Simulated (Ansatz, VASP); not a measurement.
## One calculation of TePb, two programs

```
Pb Te
1.0
     0.00000    3.16980    3.16980
     3.16980    0.00000    3.16980
     3.16980    3.16980    0.00000
Pb Te
1 1
Direct
  0.00000 0.00000 0.00000
  0.50000 0.50000 0.50000
```

Change from the starting cell: hydrostatic strain -3.0%.

Alike in both runs: task single point; functional PBE; k mesh 8 × 8 × 8; occupations fermi-dirac, width 0.02 eV; no spin polarisation.

```csv
,VASP,Ansatz
version,VASP 6.6.1,Ansatz 0.2.0
potentials or method,"VASP PAW PBE potentials, release 64 (Pb_d, Te)","plane waves, PAW"
plane-wave cutoff (eV),520,420
valence electrons in the cell,20,30
```

```csv
,VASP,Ansatz,Ansatz less VASP
pressure (GPa),5.2,5.2,+0.06
```

VASP's potentials hold 20 valence electrons a cell and Ansatz's 30, so a difference there can come from the potentials and not from the codes.

Neither program's run includes spin-orbit coupling.
